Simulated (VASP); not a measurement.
# PtSe2 (P-3m1) in VASP: a series of runs, part 2 of 2

VASP 6.6.1. Earlier steps stand in the parts before.

### 4 Single point, PBE+D3(BJ) (normal strain along x +0.1500, normal strain along y +0.1500)

Input file INCAR:

```
  ALGO = Normal
  EDIFF = 1E-7
  ENCUT = 520
  GGA = PE
  ISIF = 2
  ISMEAR = 0
  IVDW = 12
  LASPH = T
  LCHARG = F
  LREAL = F
  LWAVE = F
  NBANDS = 18
  NELM = 80
  PREC = Accurate
  SIGMA = 0.15
```

Input file KPOINTS:

```
k-points
0
Gamma
  12 12 8
```

Input file POSCAR:

```
PtSe2
1.0
    4.3372285822      0.0000000000      0.0000000000
   -2.1686142911      3.7561501342      0.0000000000
    0.0000000000      0.0000000000      4.8219239451
Pt Se
1 2
Direct
    0.0000000000      0.0000000000      0.0000000000
    0.3333333333      0.6666666667      0.2655211092
    0.6666666667      0.3333333333      0.7344788908
```

Potentials or basis: VASP PAW PBE potentials, release 64 (Pt, Se).

Command:

```
> cat potpaw_PBE.64/Pt/POTCAR potpaw_PBE.64/Se/POTCAR > POTCAR
> mpirun -np 1 vasp_std > vasp.out
```

OUTCAR:

```text
EDIFF = 1E-7
   ENCUT = 520
   GGA = PE
   ISIF = 2
   ISMEAR = 0
   IVDW = 12
   LASPH = T
   LREAL = F
   NELM = 80
   PREC = Accurate
 IVDW          = 12

 ion  position               nearest neighbor table
   1  0.000  0.000  0.000-   2 2.81   3 2.81   2 2.81   3 2.81   3 2.81   2 2.81
   2  0.333  0.667  0.266-   1 2.81   1 2.81   1 2.81
   3  0.667  0.333  0.734-   1 2.81   1 2.81   1 2.81

  LATTYP: Found a hexagonal cell.
 ALAT       =     4.3372285822
[... 698 lines left out ...]

 Edisp (eV)   -1.10917

 E8    (eV) :    -0.4775

  FORCE on cell =-STRESS in cart. coord.  units (eV):
  Direction    XX          YY          ZZ          XY          YZ          ZX
  --------------------------------------------------------------------------------------
  -------------------------------------------------------------------------------------
  Total     -10.11158   -10.11158    -4.83034     0.00000    -0.00000     0.00000
  in kB    -206.23104  -206.23104   -98.51735     0.00000    -0.00000     0.00000
  external pressure =     -170.33 kB  Pullay stress =        0.00 kB

 VOLUME and BASIS-vectors are now :
 -----------------------------------------------------------------------------
  energy-cutoff  :      520.00
  volume of cell :       78.56
      direct lattice vectors                 reciprocal lattice vectors
     4.337228582  0.000000000  0.000000000     0.230561978  0.133115020  0.000000000
    -2.168614291  3.756150134  0.000000000     0.000000000  0.266230040  0.000000000
     0.000000000  0.000000000  4.821923945     0.000000000  0.000000000  0.207386100

 POSITION                                       TOTAL-FORCE (eV/Angst)
 -----------------------------------------------------------------------------------
      0.00000      0.00000      0.00000         0.000000      0.000000      0.000000
     -0.00000      2.50410      1.28032         0.000000      0.000000     -1.104404
      2.16861      1.25205      3.54160        -0.000000     -0.000000      1.104404
 -----------------------------------------------------------------------------------
    total drift:                                0.000000     -0.000000      0.000000

  FREE ENERGIE OF THE ION-ELECTRON SYSTEM (eV)
  ---------------------------------------------------
  free  energy   TOTEN  =       -13.8611427442 eV

  energy  without entropy=      -13.8476489438  energy(sigma->0) =      -13.85439584
```

OSZICAR:

```text
N       E                     dE             d eps       ncg     rms          rms(c)
DAV:   1     0.104913544238E+03    0.10491E+03   -0.95159E+03  4732   0.104E+03
DAV:   2    -0.783183540979E+01   -0.11275E+03   -0.10869E+03  5948   0.194E+02
DAV:   3    -0.133492255713E+02   -0.55174E+01   -0.54566E+01  5482   0.433E+01
DAV:   4    -0.134001159689E+02   -0.50890E-01   -0.50856E-01  5972   0.463E+00
DAV:   5    -0.134006908373E+02   -0.57487E-03   -0.57485E-03  5560   0.469E-01    0.735E+00
DAV:   6    -0.134403460649E+02   -0.39655E-01   -0.73020E+00  4792   0.192E+01    0.748E+00
DAV:   7    -0.127629259590E+02    0.67742E+00   -0.14072E+00  4766   0.104E+01    0.222E+00
DAV:   8    -0.127606062395E+02    0.23197E-02   -0.20152E-01  5010   0.267E+00    0.920E-01
DAV:   9    -0.127521332924E+02    0.84729E-02   -0.36710E-02  5076   0.153E+00    0.303E-01
DAV:  10    -0.127522850405E+02   -0.15175E-03   -0.34505E-03  5090   0.342E-01    0.137E-01
DAV:  11    -0.127519697678E+02    0.31527E-03   -0.94773E-04  5160   0.244E-01    0.170E-02
DAV:  12    -0.127519730915E+02   -0.33237E-05   -0.56781E-05  5580   0.451E-02    0.128E-02
DAV:  13    -0.127519727059E+02    0.38558E-06   -0.13267E-06  5886   0.786E-03    0.920E-03
DAV:  14    -0.127519723790E+02    0.32692E-06   -0.17149E-06  5272   0.972E-03    0.203E-03
DAV:  15    -0.127519724432E+02   -0.64157E-07   -0.18794E-07  4684   0.271E-03
   1 F= -.13861143E+02 E0= -.13854396E+02  d E =-.134938E-01
```

stdout:

```text
POSCAR found type information on POSCAR PtSe
 POSCAR found :  2 types and       3 ions
 scaLAPACK will be used
 LDA part: xc-table for (Slater+PW92), standard interpolation
 POSCAR, INCAR and KPOINTS ok, starting setup
 FFT: planning ... GRIDC
 FFT: planning ... GRID_SOFT
 FFT: planning ... GRID
 WAVECAR not read
 entering main loop
```

Wall time 1.9 min (1 thread of Intel Xeon Platinum 8488C (Sapphire Rapids), shared host); peak memory 0.32 GiB.

What came out:

* Free energy: -13.8611 eV
* Pressure: -17.0 GPa
* Largest force: 1.104 eV/Å
* Band gap on the k mesh: zero (band 11 reaches 3.79 eV, above the bottom of band 12 at 3.05 eV)
* Dispersion energy per atom: -0.370 eV

Forces on the atoms (eV/Å):
```
Pt   0.000  0.000  0.000
Se   0.000  0.000 -1.104
Se   0.000  0.000  1.104
```

Stress tensor (GPa, compression positive):
```
-20.62   0.00   0.00
  0.00 -20.62   0.00
  0.00   0.00  -9.85
```

Caveat: the cell differs from its parent crystal (normal strain along x +0.1500, normal strain along y +0.1500); spin-orbit coupling is left out, which moves the levels of the heavy elements; pairwise dispersion overbinds metals, which lowers pressure and volume; forces of over 1 eV/Å act on the atoms, so gaps and moduli don't describe the material at rest.

### 5 Single point, PBE+D3(BJ) (normal strain along x -0.0750, normal strain along y -0.0750)

Input file INCAR:

```
SYSTEM = PtSe2
  ALGO = Normal
  EDIFF = 1E-7
  ENCUT = 520
  GGA = PE
  ISIF = 2
  ISMEAR = 0
  IVDW = 12
  LASPH = .TRUE.
  LCHARG = .FALSE.
  LREAL = .FALSE.
  LWAVE = .FALSE.
  NBANDS = 18
  NELM = 80
  PREC = Accurate
  SIGMA = 0.15
```

Input file KPOINTS:

```
k-points
0
G
  12 12 8
  0 0 0
```

Input file POSCAR:

```
PtSe2
1.0
    3.4886403814      0.0000000000      0.0000000000
   -1.7443201907      3.0212511949      0.0000000000
    0.0000000000      0.0000000000      4.8219239451
Pt Se
1 2
Direct
    0.0000000000      0.0000000000      0.0000000000
    0.3333333333      0.6666666667      0.2655211092
    0.6666666667      0.3333333333      0.7344788908
```

Command:

```
> cat potpaw_PBE.64/Pt/POTCAR potpaw_PBE.64/Se/POTCAR > POTCAR
> mpirun -np 1 vasp_std > vasp.out
```

Run time: 85 s. Hardware: 1 thread of Intel Xeon Platinum 8488C (Sapphire Rapids), shared host; peak memory 0.27 GiB.

Results (log left out):

```yaml
Free_energy: -14.7867 eV
Pressure: 33.2 GPa
Largest_force: 2.206 eV/Å
Band_gap_on_the_k_mesh: zero (band 11 reaches 9.87 eV, above the bottom of band 12 at 9.11 eV)
Dispersion_energy_per_atom: -0.573 eV
```

Forces on the atoms (eV/Å):
```
Pt   0.000  0.000  0.000
Se   0.000  0.000  2.206
Se   0.000  0.000 -2.206
```

Stress tensor (GPa, compression positive):
```
38.25  0.00  0.00
 0.00 38.25  0.00
 0.00  0.00 23.06
```

Levels at points of the mesh, in eV from the Fermi level:
```csv
k point,band 7,band 8,band 9,band 10,band 11,band 12,band 13,band 14,band 15,band 16
"(0.00, 0.00, 0.00)",-4.95,-3.39,-1.09,-1.09,0.67,1.39,1.39,3.15,5.53,7.32
"(0.50, 0.00, 0.00)",-4.94,-4.19,-4.13,-4.00,-3.38,0.53,2.93,5.53,5.77,6.84
"(0.00, 0.00, 0.50)",-5.00,-3.89,-1.82,-1.82,-1.61,2.83,2.83,4.76,6.94,6.94
"(0.50, 0.00, 0.50)",-4.47,-4.14,-3.74,-3.04,-1.63,0.68,2.23,4.15,5.06,6.53
```

Caveat: the cell differs from its parent crystal (normal strain along x -0.0750, normal strain along y -0.0750); spin-orbit coupling is left out, which moves the levels of the heavy elements; pairwise dispersion overbinds metals, which lowers pressure and volume; forces of over 1 eV/Å act on the atoms, so gaps and moduli don't describe the material at rest.

### 6 The runs side by side

| cell | gap on the mesh (eV) | pressure (GPa) | largest force (eV/Å) |
| --- | --- | --- | --- |
| a = 3.206, b = 3.206, c = 4.822 Å, angles 90.0, 90.0, 120.0°, 3 atoms | none | 104.4 | 6.68 |
| a = 4.054, b = 4.054, c = 4.822 Å, angles 90.0, 90.0, 120.0°, 3 atoms | none | -14.0 | 0.96 |
| a = 4.337, b = 4.337, c = 4.822 Å, angles 90.0, 90.0, 120.0°, 3 atoms | none | -17.0 | 1.10 |
| a = 3.489, b = 3.489, c = 4.822 Å, angles 90.0, 90.0, 120.0°, 3 atoms | none | 33.2 | 2.21 |

Alike in all rows: task single point; level PBE+D3(BJ); potentials or basis VASP PAW PBE potentials, release 64 (Pt, Se); no spin polarisation; k mesh 12 × 12 × 8; cutoff (eV) 520; smearing gaussian 0.15 eV.

Caveats: spin-orbit coupling is left out, which moves the levels of the heavy elements; pairwise dispersion overbinds metals, which lowers pressure and volume; forces of over 1 eV/Å act on the atoms, so gaps and moduli don't describe the material at rest (some runs).

Total energies depend on the potentials used, so only differences within one code and one set of settings carry meaning.
